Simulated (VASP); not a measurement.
# Ag (Im-3m) in VASP: further runs, part 2 of 2

VASP 6.6.1. Earlier steps stand in the parts before.

### 4 Single point, PBEsol

This run uses another cell than the first one, of 16.25 Å³/atom.

File INCAR:

```
SYSTEM = Ag
PREC     = Accurate       ! precision mode
ENCUT    = 520            ! plane-wave cutoff, eV
EDIFF    = 1E-7           ! SCF threshold, eV
ISMEAR   = 0              ! smearing method
SIGMA    = 0.1            ! smearing width, eV
LREAL    = .False.        ! projectors in reciprocal space
LASPH    = .True.         ! aspherical terms in the spheres
NELM     = 80             ! most SCF steps
ALGO     = Normal         ! electronic algorithm
ISIF     = 2              ! what is computed and relaxed
LWAVE    = .False.        ! write WAVECAR
LCHARG   = .False.        ! write CHGCAR
GGA      = PS             ! functional
NBANDS   = 12             ! bands
```

File KPOINTS:

```
regular mesh
0
Gamma
  18 18 18
  0 0 0
```

File POSCAR:

```
Ag
1.0
   -1.5955704318      1.5955704318      1.5955704318
    1.5955704318     -1.5955704318      1.5955704318
    1.5955704318      1.5955704318     -1.5955704318
Ag
1
Direct
    0.0000000000      0.0000000000      0.0000000000
```

Potentials or basis: VASP PAW PBE potentials, release 64 (Ag).

Launch:

```console
cat potpaw_PBE.64/Ag/POTCAR > POTCAR
mpirun -np 1 vasp_std > vasp.out
```

OUTCAR:

```text
SYSTEM = Ag
   PREC = Accurate
   ENCUT = 520
   EDIFF = 1E-7
   ISMEAR = 0
   LREAL = .False.
   LASPH = .True.
   NELM = 80
   ISIF = 2
   GGA = PS

 ion  position               nearest neighbor table
   1  0.000  0.000  0.000-

  LATTYP: Found a body centered cubic cell.
 ALAT       =     3.1911408636

  Lattice vectors:

 A1 = (  -1.5955704318,   1.5955704318,   1.5955704318)
 A2 = (   1.5955704318,  -1.5955704318,   1.5955704318)
 A3 = (   1.5955704318,   1.5955704318,  -1.5955704318)

Analysis of symmetry for initial positions (statically):
=====================================================================
 Subroutine PRICEL returns:
 Original cell was already a primitive cell.

 Routine SETGRP: Setting up the symmetry group for a
 body centered cubic supercell.

 Subroutine GETGRP returns: Found 48 space group operations
 (whereof 48 operations were pure point group operations)
 out of a pool of 48 trial point group operations.

The static configuration has the point symmetry O_h .

Analysis of symmetry for dynamics (positions and initial velocities):
[... 167 lines left out ...]
      1       0.7328      2.00000
      2       3.8404      2.00000
      3       3.8404      2.00000
      4       3.8404      2.00000
      5       5.3009      2.00000
      6       5.3009      2.00000
      7      27.0316      0.00000
      8      27.0316      0.00000
      9      27.0316      0.00000
     10      33.8735      0.00000
     11      33.8735      0.00000
     12      34.1472      0.00000
[... 331 lines left out ...]
 k-point    24 :       0.3889    0.1111    0.0000
  band No.  band energies     occupation
      1       2.4185      2.00000
      2       3.0742      2.00000
      3       5.0938      2.00000
      4       5.2315      2.00000
      5       5.8962      2.00000
      6       8.9985      0.30439
      7      14.2680      0.00000
      8      21.2375      0.00000
      9      23.4060      0.00000
     10      29.7390      0.00000
     11      32.7624      0.00000
     12      33.3811      0.00000

 [... further k-points ...]

------------------------ aborting loop because EDIFF is reached ----------------------------------------

  FORCE on cell =-STRESS in cart. coord.  units (eV):
  Direction    XX          YY          ZZ          XY          YZ          ZX
  --------------------------------------------------------------------------------------
  -------------------------------------------------------------------------------------
  Total        0.3784477      0.3784477      0.3784477     -0.0000000     -0.0000000     -0.0000000
  in kB       37.3171508     37.3171508     37.3171508     -0.0000000     -0.0000000     -0.0000000
  external PRESSURE =      37.3171508 kB  Pullay stress =       0.0000000 kB

 VOLUME and BASIS-vectors are now :
 -----------------------------------------------------------------------------
  energy-cutoff  :      520.00
  volume of cell :       16.25
      direct lattice vectors                 reciprocal lattice vectors
    -1.595570432  1.595570432  1.595570432     0.000000000  0.313367552  0.313367552
     1.595570432 -1.595570432  1.595570432     0.313367552  0.000000000  0.313367552
     1.595570432  1.595570432 -1.595570432     0.313367552  0.313367552  0.000000000

 POSITION                                       TOTAL-FORCE (eV/Angst)
 -----------------------------------------------------------------------------------
      0.00000      0.00000      0.00000         0.000000      0.000000     -0.000000
 -----------------------------------------------------------------------------------
    total drift:                                0.000000      0.000000      0.000000

  FREE ENERGIE OF THE ION-ELECTRON SYSTEM (eV)
  ---------------------------------------------------
  free  energy   TOTEN  =        -3.2613353734 eV

  energy  without entropy=       -3.2583028948  energy(sigma->0) =       -3.25981913
```

Wall time 24 s (1 thread of Intel Xeon 8259CL, shared host); peak memory 0.17 GiB.

What came out:

```yaml
Free_energy: -3.2613 eV
Pressure: 3.7 GPa
Band_gap_on_the_k_mesh: zero (an odd number of electrons rules out a gap without spin polarisation)
```

Caveat: the cell stands under pressure; the PAW data sets were made with another functional, which shifts forces and pressure a little.

### 5 Single point, PBEsol

This run uses another cell than the first one, of 16.77 Å³/atom.

File INCAR:

```
PREC = Accurate
ENCUT = 520
EDIFF = 1E-6
ISMEAR = 0
SIGMA = 0.1
LREAL = F
LASPH = T
NELM = 80
ALGO = Normal
ISIF = 2
LWAVE = F
LCHARG = T
GGA = PS
LELF = T
LVHAR = T
NBANDS = 12
```

File KPOINTS:

```
regular mesh
0
Gamma
  18 18 18
```

File POSCAR:

```
Ag
1.0
   -1.6125573275      1.6125573275      1.6125573275
    1.6125573275     -1.6125573275      1.6125573275
    1.6125573275      1.6125573275     -1.6125573275
Ag
1
Direct
    0.0000000000      0.0000000000      0.0000000000
```

Potentials or basis: VASP PAW PBE potentials, release 64 (Ag).

Launch:

```console
cat potpaw_PBE.64/Ag/POTCAR > POTCAR
mpirun -np 1 vasp_std > vasp.out
```

OUTCAR:

```text
PREC = Accurate
   ENCUT = 520
   EDIFF = 1E-6
   ISMEAR = 0
   LREAL = F
   LASPH = T
   NELM = 80
   ISIF = 2
   GGA = PS

 ion  position               nearest neighbor table
   1  0.000  0.000  0.000-

  LATTYP: Found a body centered cubic cell.
 ALAT       =     3.2251146550

  Lattice vectors:

 A1 = (  -1.6125573275,   1.6125573275,   1.6125573275)
 A2 = (   1.6125573275,  -1.6125573275,   1.6125573275)
 A3 = (   1.6125573275,   1.6125573275,  -1.6125573275)

Analysis of symmetry for initial positions (statically):
=====================================================================
 Subroutine PRICEL returns:
 Original cell was already a primitive cell.

 Routine SETGRP: Setting up the symmetry group for a
 body centered cubic supercell.

 Subroutine GETGRP returns: Found 48 space group operations
 (whereof 48 operations were pure point group operations)
 out of a pool of 48 trial point group operations.

The static configuration has the point symmetry O_h .

Analysis of symmetry for dynamics (positions and initial velocities):
=====================================================================
 Subroutine PRICEL returns:
 Original cell was already a primitive cell.

 Routine SETGRP: Setting up the symmetry group for a
 body centered cubic supercell.

 Subroutine GETGRP returns: Found 48 space group operations
 (whereof 48 operations were pure point group operations)
 out of a pool of 48 trial point group operations.

The dynamic configuration has the point symmetry O_h .

 Subroutine INISYM returns: Found 48 space group operations
 (whereof 48 operations are pure point group operations),
 and found     1 'primitive' translations

----------------------------------------------------------------------------------------

[... 114 lines left out ...]
   LORBIT       =      0    0 simple, 1 ext, 2 COOP (PROOUT), +10 PAW based schemes
   GGA     = PS    functional components
   LHFCALC =     F    Hartree Fock is set to
   AEXX    =    0.0000 exact exchange contribution
   IVDW    =     0    specifies the selected vdW correction
   LEPSILON=     F    determine dielectric tensor
   LRPA    =     F    only Hartree local field effects (RPA)
 non-spin polarized calculation
 Gauss-broadening in eV      SIGMA  =   0.10
  energy-cutoff  :      520.00
  volume of cell :       16.77
 maximum number of plane-waves:       468
 NGX is ok and might be reduce to    24
   NGX = 11   NGY = 11   NGZ = 11

 number of electron      10.9999997 magnetization

 Free energy of the ion-electron system (eV)
  ---------------------------------------------------
  ext. energy  EPLUGINS =         0.00000000
  ---------------------------------------------------
  free energy    TOTEN  =        -3.26722736 eV

  energy without entropy =       -3.26422988  energy(sigma->0) =       -3.26572862

 E-fermi :   8.4593     XC(G=0): -12.5104

 val. band max:        8.4419114871   @ k =  -0.3889   0.4444   0.1111
 cond. band min:       8.4679887166   @ k =   0.2778   0.1667   0.0556
 fundamental gap:      0.0260772296
 Fermi energy:         8.4592957645

 k-point     1 :       0.0000    0.0000    0.0000
  band No.  band energies     occupation
      1       0.5168      2.00000
      2       3.5111      2.00000
      3       3.5111      2.00000
      4       3.5111      2.00000
      5       4.8977      2.00000
      6       4.8977      2.00000
      7      26.4670      0.00000
      8      26.4670      0.00000
      9      26.4670      0.00000
     10      33.0168      0.00000
     11      33.0168      0.00000
     12      33.0522      0.00000
[... 331 lines left out ...]
 k-point    24 :       0.3889    0.1111   -0.0000
  band No.  band energies     occupation
      1       2.1662      2.00000
      2       2.7873      2.00000
      3       4.7074      2.00000
      4       4.8317      2.00000
      5       5.4662      2.00000
      6       8.5546      0.17754
      7      13.6224      0.00000
      8      20.5788      0.00000
      9      22.7113      0.00000
     10      28.9028      0.00000
     11      31.8379      0.00000
     12      32.6129      0.00000

 [... further k-points ...]

------------------------ aborting loop because EDIFF is reached ----------------------------------------

  FORCE on cell =-STRESS in cart. coord.  units (eV):
  Direction    XX          YY          ZZ          XY          YZ          ZX
  --------------------------------------------------------------------------------------
  -------------------------------------------------------------------------------------
  Total       -0.0212099     -0.0212099     -0.0212099      0.0000000      0.0000000     -0.0000000
  in kB       -2.0260186     -2.0260186     -2.0260186      0.0000000      0.0000000     -0.0000000
  external PRESSURE =      -2.0260186 kB  Pullay stress =       0.0000000 kB

 VOLUME and BASIS-vectors are now :
 -----------------------------------------------------------------------------
  energy-cutoff  :      520.00
  volume of cell :       16.77
      direct lattice vectors                 reciprocal lattice vectors
    -1.612557328  1.612557328  1.612557328     0.000000000  0.310066496  0.310066496
     1.612557328 -1.612557328  1.612557328     0.310066496  0.000000000  0.310066496
     1.612557328  1.612557328 -1.612557328     0.310066496  0.310066496  0.000000000

 POSITION                                       TOTAL-FORCE (eV/Angst)
 -----------------------------------------------------------------------------------
      0.00000      0.00000      0.00000         0.000000      0.000000     -0.000000
 -----------------------------------------------------------------------------------
    total drift:                                0.000000      0.000000     -0.000000

  FREE ENERGIE OF THE ION-ELECTRON SYSTEM (eV)
  ---------------------------------------------------
  free  energy   TOTEN  =        -3.2672273589 eV

  energy  without entropy=       -3.2642298798  energy(sigma->0) =       -3.26572862
```

stdout:

```text
POSCAR found type information on POSCAR Ag
 POSCAR found :  1 types and       1 ions
 scaLAPACK will be used
 -----------------------------------------------------------------------------
|                                                                             |
|                                                                             |
|     You enforced a specific xc type in the INCAR file but a different       |
|     I HOPE YOU KNOW WHAT YOU ARE DOING!                                     |
|                                                                             |
 -----------------------------------------------------------------------------

 LDA part: xc-table for (Slater+PW92), standard interpolation
 POSCAR, INCAR and KPOINTS ok, starting setup
 FFT: planning ... GRIDC
 FFT: planning ... GRID_SOFT
 FFT: planning ... GRID
 WAVECAR not read
 entering main loop
```

It took 29 s on 1 thread of Intel Xeon 8259CL, shared host; peak memory 0.17 GiB.

Results:

```
Free energy            : -3.2672 eV
Pressure               : -0.2 GPa
Band gap on the k mesh : zero (an odd number of electrons rules out a gap without spin polarisation)
```

Caveat: the PAW data sets were made with another functional, which shifts forces and pressure a little.

### 6 Single point, PBEsol

This run uses another cell than the first one, of 16.63 Å³/atom.

File INCAR:

```
SYSTEM = Ag
PREC = Accurate
ENCUT = 520
EDIFF = 1E-6
ISMEAR = 0
SIGMA = 0.1
LREAL = .False.
LASPH = .True.
NELM = 80
ALGO = Normal
ISIF = 2
LWAVE = .False.
LCHARG = .False.
GGA = PS
NBANDS = 12
```

File KPOINTS:

```
regular mesh
0
Gamma
  18 18 18
  0 0 0
```

File POSCAR:

```
Ag
1.0
   -1.6080429563      1.6080429563      1.6080429563
    1.6080429563     -1.6080429563      1.6080429563
    1.6080429563      1.6080429563     -1.6080429563
Ag
1
Direct
    0.0000000000      0.0000000000      0.0000000000
```

Potentials or basis: VASP PAW PBE potentials, release 64 (Ag).

Launch:

```console
cat potpaw_PBE.64/Ag/POTCAR > POTCAR
mpirun -np 1 vasp_std > vasp.out
```

Run time: 41 s. Hardware: 1 thread of Intel Xeon 8259CL, shared host; peak memory 0.17 GiB.

Results (log left out):

```
Free energy            : -3.2669 eV
Pressure               : 0.8 GPa
Band gap on the k mesh : zero (an odd number of electrons rules out a gap without spin polarisation)
```

Levels at points of the mesh, in eV from the Fermi level:
| k point | band 4 | band 5 | band 6 | band 7 | band 8 | band 9 |
| --- | --- | --- | --- | --- | --- | --- |
| (0.00, 0.00, 0.00) | -4.98 | -3.58 | -3.58 | 18.03 | 18.03 | 18.03 |
| (0.50, 0.00, 0.00) | -3.44 | -2.51 | -0.19 | 4.30 | 13.40 | 14.68 |
| (0.50, 0.50, 0.50) | -2.77 | -2.77 | 6.93 | 6.93 | 6.93 | 13.18 |

Caveat: the PAW data sets were made with another functional, which shifts forces and pressure a little.

### 7 Overview

| cell | k mesh | gap on the mesh (eV) | pressure (GPa) |
| --- | --- | --- | --- |
| a = 2.717 Å, angles 109.5°, 1 atom | 18 × 18 × 18 | none | 11.6 |
| a = 2.511 Å, angles 109.5°, 1 atom | 20 × 20 × 20 | none | 89.0 |
| a = 2.764 Å, angles 109.5°, 1 atom | 18 × 18 × 18 | none | 3.7 |
| a = 2.793 Å, angles 109.5°, 1 atom | 18 × 18 × 18 | none | -0.2 |
| a = 2.785 Å, angles 109.5°, 1 atom | 18 × 18 × 18 | none | 0.8 |

Alike in all rows: task single point; level PBEsol; potentials or basis VASP PAW PBE potentials, release 64 (Ag); no spin polarisation; cutoff (eV) 520; smearing gaussian 0.1 eV.

Caveats: the PAW data sets were made with another functional, which shifts forces and pressure a little; the cell stands under pressure (at least some runs).

Absolute energies hang on the potentials; compare differences alone.
